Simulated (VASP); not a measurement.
# Ru (P6/mmm) in VASP: further runs, part 2 of 2

VASP 6.6.1. Earlier steps stand in the parts before.

**3. Single point, revPBE (volume scaled by 0.92)**

Contents of INCAR:

```
PREC     = Accurate       # precision mode
ENCUT    = 520            # plane-wave cutoff, eV
EDIFF    = 1E-6           # SCF threshold, eV
ISMEAR   = -1             # smearing method
SIGMA    = 0.1            # smearing width, eV
LREAL    = False          # projectors in reciprocal space
LASPH    = True           # aspherical terms in the spheres
NELM     = 100            # most SCF steps
ALGO     = Normal         # electronic algorithm
ISIF     = 2              # what is computed and relaxed
LWAVE    = False          # write WAVECAR
LCHARG   = True           # write CHGCAR
GGA      = RE             # functional
LELF     = True           # ELF
LVHAR    = True         
NBANDS   = 28             # bands
```

Contents of KPOINTS:

```
Automatic mesh
0
Gamma
  10 10 13
```

Contents of POSCAR:

```
Ru
1.0
    4.1667868701      0.0000000000      0.0000000000
   -2.0833934350      3.6085432816      0.0000000000
    0.0000000000      0.0000000000      2.6197098043
Ru
3
Direct
    0.0000000000      0.0000000000      0.0000000000
    0.3333333333      0.6666666667      0.5000000000
    0.6666666667      0.3333333333      0.5000000000
```

Potentials or basis: VASP PAW PBE potentials, release 64 (Ru_pv).

On the command line:

```bash
> cat potpaw_PBE.64/Ru_pv/POTCAR > POTCAR
> mpirun -np 1 vasp_std > vasp.out
```

OUTCAR:

```text
PREC = Accurate
   ENCUT = 520
   EDIFF = 1E-6
   ISMEAR = -1
   LREAL = False
   LASPH = True
   NELM = 100
   ISIF = 2
   GGA = RE

 ion  position               nearest neighbor table
   1  0.000  0.000  0.000-   2 2.74   3 2.74   2 2.74   3 2.74   2 2.74   2 2.74   3 2.74   3 2.74
                             3 2.74   3 2.74   2 2.74   2 2.74
   2  0.333  0.667  0.500-   3 2.41   3 2.41   3 2.41   1 2.74   1 2.74   1 2.74   1 2.74   1 2.74
                             1 2.74
   3  0.667  0.333  0.500-   2 2.41   2 2.41   2 2.41   1 2.74   1 2.74   1 2.74   1 2.74   1 2.74
                             1 2.74

  LATTYP: Found a hexagonal cell.
 ALAT       =     4.1667868701
 C/A-ratio  =     0.6287122154

  Lattice vectors:

 A1 = (   4.1667868701,   0.0000000000,   0.0000000000)
 A2 = (  -2.0833934350,   3.6085432816,   0.0000000000)
 A3 = (   0.0000000000,   0.0000000000,   2.6197098043)

Analysis of symmetry for initial positions (statically):
=====================================================================
 Subroutine PRICEL returns:
 Original cell was already a primitive cell.
[... 165 lines left out ...]
  ---------------------------------------------------
  ext. energy  EPLUGINS =         0.00000000
  ---------------------------------------------------
  free energy    TOTEN  =       -25.19089967 eV

  energy without entropy =      -25.08584508  energy(sigma->0) =      -25.13837237

 E-fermi :  13.7182     XC(G=0): -14.2576

 val. band max:       13.7009545691   @ k =   0.5000  -0.0000   0.3077
 cond. band min:      13.7204747087   @ k =   0.3000  -0.0000   0.0000
 fundamental gap:      0.0195201397
 Fermi energy:        13.7182454077

 k-point     1 :       0.0000    0.0000    0.0000
  band No.  band energies     occupation
      1     -30.1072      2.00000
      2     -30.1072      2.00000
      3     -29.6504      2.00000
      4     -29.6504      2.00000
      5     -29.3023      2.00000
      6     -28.9855      2.00000
[... 733 lines left out ...]
     27      16.5410      0.00000
     28      24.0474      0.00000

 [... further k-points ...]
[... 5 lines left out ...]
  --------------------------------------------------------------------------------------
  -------------------------------------------------------------------------------------
  Total        7.3372817      7.3372817      6.5558441      0.0000000      0.0000000      0.0000000
  in kB      298.4416170    298.4416170    266.6568906      0.0000000      0.0000000      0.0000000
  external PRESSURE =     287.8467082 kB  Pullay stress =       0.0000000 kB

 VOLUME and BASIS-vectors are now :
 -----------------------------------------------------------------------------
  energy-cutoff  :      520.00
  volume of cell :       39.39
      direct lattice vectors                 reciprocal lattice vectors
     4.166786870  0.000000000  0.000000000     0.239993076  0.138560067  0.000000000
    -2.083393435  3.608543282  0.000000000     0.000000000  0.277120135  0.000000000
     0.000000000  0.000000000  2.619709804     0.000000000  0.000000000  0.381721669

 POSITION                                       TOTAL-FORCE (eV/Angst)
 -----------------------------------------------------------------------------------
      0.00000      0.00000      0.00000         0.000000     -0.000000      0.000000
     -0.00000      2.40570      1.30985         0.000000     -0.000000      0.000000
      2.08339      1.20285      1.30985        -0.000000      0.000000     -0.000000
 -----------------------------------------------------------------------------------
    total drift:                               -0.000000      0.000000      0.000000

  FREE ENERGIE OF THE ION-ELECTRON SYSTEM (eV)
  ---------------------------------------------------
  free  energy   TOTEN  =       -25.1908996711 eV

  energy  without entropy=      -25.0858450768  energy(sigma->0) =      -25.13837237
```

stdout:

```text
POSCAR found type information on POSCAR Ru
 POSCAR found :  1 types and       3 ions
 scaLAPACK will be used
 -----------------------------------------------------------------------------
|                                                                             |
|                                                                             |
|     You enforced a specific xc type in the INCAR file but a different       |
|     I HOPE YOU KNOW WHAT YOU ARE DOING!                                     |
|                                                                             |
 -----------------------------------------------------------------------------

 LDA part: xc-table for (Slater+PW92), standard interpolation
 POSCAR, INCAR and KPOINTS ok, starting setup
 FFT: planning ... GRIDC
 FFT: planning ... GRID_SOFT
 FFT: planning ... GRID
 WAVECAR not read
 entering main loop
```

It took 29 s on 1 thread of Intel Xeon 6975P-C (Granite Rapids), shared host; peak memory 0.2 GiB.

What came out:

| Quantity | Value |
| --- | --- |
| Free energy | -25.1909 eV |
| Pressure | 28.8 GPa |
| Band gap on the k mesh | zero (band 21 reaches 14.81 eV, above the bottom of band 22 at 12.25 eV) |

Caveat: the PAW data sets were made with another functional, which shifts forces and pressure a little.

**4. Single point, revPBE (volume scaled by 0.96)**

Contents of INCAR:

```
  PREC = Accurate
  ENCUT = 520
  EDIFF = 1E-6
  ISMEAR = -1
  SIGMA = 0.1
  LREAL = F
  LASPH = T
  NELM = 100
  ALGO = Normal
  ISIF = 2
  LWAVE = F
  LCHARG = F
  GGA = RE
  NBANDS = 28
```

KPOINTS is that of step 3.

Contents of POSCAR:

```
Ru
1.0
    4.2263204401      0.0000000000      0.0000000000
   -2.1131602200      3.6601008657      0.0000000000
    0.0000000000      0.0000000000      2.6571392870
Ru
3
Direct
    0.0000000000      0.0000000000      0.0000000000
    0.3333333333      0.6666666667      0.5000000000
    0.6666666667      0.3333333333      0.5000000000
```

Potentials or basis: VASP PAW PBE potentials, release 64 (Ru_pv).

On the command line:

```bash
> cat potpaw_PBE.64/Ru_pv/POTCAR > POTCAR
> mpirun -np 1 vasp_std > vasp.out
```

OUTCAR:

```text
PREC = Accurate
   ENCUT = 520
   EDIFF = 1E-6
   ISMEAR = -1
   LREAL = F
   LASPH = T
   NELM = 100
   ISIF = 2
   GGA = RE

 ion  position               nearest neighbor table
   1  0.000  0.000  0.000-   2 2.78   3 2.78   2 2.78   3 2.78   3 2.78   3 2.78   2 2.78   2 2.78
                             3 2.78   3 2.78   2 2.78   2 2.78
   2  0.333  0.667  0.500-   3 2.44   3 2.44   3 2.44   1 2.78   1 2.78   1 2.78   1 2.78   1 2.78
                             1 2.78
   3  0.667  0.333  0.500-   2 2.44   2 2.44   2 2.44   1 2.78   1 2.78   1 2.78   1 2.78   1 2.78
                             1 2.78

  LATTYP: Found a hexagonal cell.
[... 934 lines left out ...]
     28      23.3092      0.00000

 [... further k-points ...]
[... 5 lines left out ...]
  --------------------------------------------------------------------------------------
  -------------------------------------------------------------------------------------
  Total        3.3605830      3.3605830      3.0555182      0.0000000      0.0000000      0.0000000
  in kB      130.9952103    130.9952103    119.1038116      0.0000000      0.0000000      0.0000000
  external PRESSURE =     127.0314107 kB  Pullay stress =       0.0000000 kB

 VOLUME and BASIS-vectors are now :
 -----------------------------------------------------------------------------
  energy-cutoff  :      520.00
  volume of cell :       41.10
      direct lattice vectors                 reciprocal lattice vectors
     4.226320440  0.000000000  0.000000000     0.236612442  0.136608257  0.000000000
    -2.113160220  3.660100866  0.000000000     0.000000000  0.273216514  0.000000000
     0.000000000  0.000000000  2.657139287     0.000000000  0.000000000  0.376344592

 POSITION                                       TOTAL-FORCE (eV/Angst)
 -----------------------------------------------------------------------------------
      0.00000      0.00000      0.00000         0.000000      0.000000      0.000000
     -0.00000      2.44007      1.32857         0.000000      0.000000     -0.000000
      2.11316      1.22003      1.32857        -0.000000     -0.000000      0.000000
 -----------------------------------------------------------------------------------
    total drift:                               -0.000000      0.000000      0.000000

  FREE ENERGIE OF THE ION-ELECTRON SYSTEM (eV)
  ---------------------------------------------------
  free  energy   TOTEN  =       -25.4104517993 eV

  energy  without entropy=      -25.2981150886  energy(sigma->0) =      -25.35428344
```

stdout:

```text
POSCAR found type information on POSCAR Ru
 POSCAR found :  1 types and       3 ions
 scaLAPACK will be used
 -----------------------------------------------------------------------------
|                                                                             |
|                                                                             |
|     You enforced a specific xc type in the INCAR file but a different       |
|     I HOPE YOU KNOW WHAT YOU ARE DOING!                                     |
|                                                                             |
 -----------------------------------------------------------------------------

 LDA part: xc-table for (Slater+PW92), standard interpolation
 POSCAR, INCAR and KPOINTS ok, starting setup
 FFT: planning ... GRIDC
 FFT: planning ... GRID_SOFT
 FFT: planning ... GRID
 WAVECAR not read
 entering main loop
```

Run time: 29 s. Hardware: 1 thread of Intel Xeon 6975P-C (Granite Rapids), shared host; peak memory 0.2 GiB.

What came out:

```yaml
Free_energy: -25.4105 eV
Pressure: 12.7 GPa
Band_gap_on_the_k_mesh: zero (band 21 reaches 13.95 eV, above the bottom of band 22 at 11.56 eV)
```

Caveat: the PAW data sets were made with another functional, which shifts forces and pressure a little.

**5. Summary**

| cell | gap on the mesh (eV) | pressure (GPa) |
| --- | --- | --- |
| a = 4.106, b = 4.106, c = 2.581 Å, angles 90.0, 90.0, 120.0°, 3 atoms | none | 49.1 |
| a = 4.167, b = 4.167, c = 2.620 Å, angles 90.0, 90.0, 120.0°, 3 atoms | none | 28.8 |
| a = 4.226, b = 4.226, c = 2.657 Å, angles 90.0, 90.0, 120.0°, 3 atoms | none | 12.7 |

Alike in all rows: task single point; level revPBE; potentials or basis VASP PAW PBE potentials, release 64 (Ru_pv); no spin polarisation; k mesh 10 × 10 × 13; cutoff (eV) 520; smearing fermi-dirac 0.1 eV.

Caveats: the PAW data sets were made with another functional, which shifts forces and pressure a little.

Total energies depend on the potentials used, so only differences within one code and one set of settings carry meaning.
